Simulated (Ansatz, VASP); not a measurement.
ZrC in VASP and in Ansatz

INCAR

```
PREC     = Accurate       # precision mode
ENCUT    = 520            # plane-wave cutoff, eV
EDIFF    = 1E-6           # SCF threshold, eV
ISMEAR   = 0              # smearing method
SIGMA    = 0.1            # smearing width, eV
LREAL    = F              # projectors in reciprocal space
LASPH    = T              # aspherical terms in the spheres
NELM     = 60             # most SCF steps
ALGO     = Normal         # electronic algorithm
ISIF     = 2              # what is computed and relaxed
LWAVE    = F              # write WAVECAR
LCHARG   = T              # write CHGCAR
GGA      = PE             # functional
LELF     = T              # ELF
LVHAR    = T            
NBANDS   = 24             # bands
```

Contents of KPOINTS:

```
regular mesh
0
Gamma
  4 4 2
```

The input POSCAR:

```
ZrC
1.0
    3.3610163770      0.0225336783     -0.0297603838
   -1.6609934507      2.8995745932      0.0295385661
   -0.0464204950      0.0264013670      5.3327853363
Zr C
2 2
Direct
    0.3369645723      0.6759919446      0.2460342711
    0.6890409237      0.3277515126      0.7461068543
    0.0336259924      0.0176998178     -0.0007423614
    0.0184618993      0.0045035743      0.4908744823
```

Input for Ansatz:

```yaml
crystal:
  lattice:
    - [3.361016377, 0.0225336783, -0.0297603838]
    - [-1.6609934507, 2.8995745932, 0.0295385661]
    - [-0.046420495, 0.026401367, 5.3327853363]
  atoms:
    - { symbol: Zr, position: [0.3369645723, 0.6759919446, 0.2460342711] }
    - { symbol: Zr, position: [0.6890409237, 0.3277515126, 0.7461068543] }
    - { symbol: C, position: [0.0336259924, 0.0176998178, -0.0007423614] }
    - { symbol: C, position: [0.0184618993, 0.0045035743, 0.4908744823] }
basis:
  ecutwfc: 420
kpoints:
  mp_grid: { grid: [4, 4, 2] }
hamiltonian:
  xc: pbe
scf:
  occupations: { method: gaussian, width: 0.1 }
output:
  forces: true
  stress: true
  eigenvalues: true
```

Change from the starting cell: kmesh displaced: [4, 4, 2] Gamma-centred.

Alike in both runs: task single point; functional PBE; k mesh 4 × 4 × 2; occupations gaussian, width 0.1 eV; no spin polarisation.

```csv
,VASP,Ansatz
version,VASP 6.6.1,Ansatz 0.2.0
potentials or method,"VASP PAW PBE potentials, release 64 (Zr_sv, C), cutoff 520 eV","scalar-relativistic, plane waves, PAW"
valence electrons in the cell,32,32
```

```csv
,VASP,Ansatz,Ansatz less VASP
gap on the k mesh at the Fermi level (eV),none,none,-
pressure (GPa),0.4,0.2,-0.24
"traceless stress, the component that is largest in VASP (GPa)",-6.90,-6.89,+0.007
rms of the force components (eV/Å),0.481,0.479,-0.0015
```

Atom by atom the forces differ by 0.002 eV/Å (rms over components). A gap of «none» marks a metal or a gap that the smearing closes.

The k mesh is coarse, so the values compare programs but aren't converged.
